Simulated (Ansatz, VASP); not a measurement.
Ta in VASP and in Ansatz

```
Ta
1.0
    -1.65128    1.65128    1.60174
     1.65128   -1.65128    1.60174
     1.65128    1.65128   -1.60174
Ta
1
Cartesian
  0.0000 0.0000 0.0000
```

Change from the starting cell: zz strain of -3 %, crystal datasets.

Alike in both runs: task electric field gradients; functional PBE; k mesh 17 × 17 × 17; occupations fermi-dirac, width 0.08 eV; no spin polarisation.

|  | VASP | Ansatz |
| --- | --- | --- |
| version | VASP 6.6.1 | Ansatz 0.2.0 |
| potentials or method | VASP PAW PBE potentials, release 64 (Ta_pv), cutoff 400 eV | all-electron PAW with datasets made for the crystal, scalar-relativistic |

Ansatz gave:

| Item | Value |
| --- | --- |
| pressure (GPa) | 9.8 |
| traceless stress, the component that is largest in VASP (GPa) | 2.37 |
| size of Vzz on the site where it differs most (V/Å²) | 21.8 |

Question: Which values does VASP return?

Answer: Pressure (GPa): 10.1; traceless stress, the component that is largest in VASP (GPa): 2.36; size of Vzz on the site where it differs most (V/Å²): 21.1.

Ansatz ran all-electron here, and VASP with PAW potentials.

Spin-orbit coupling is off throughout.
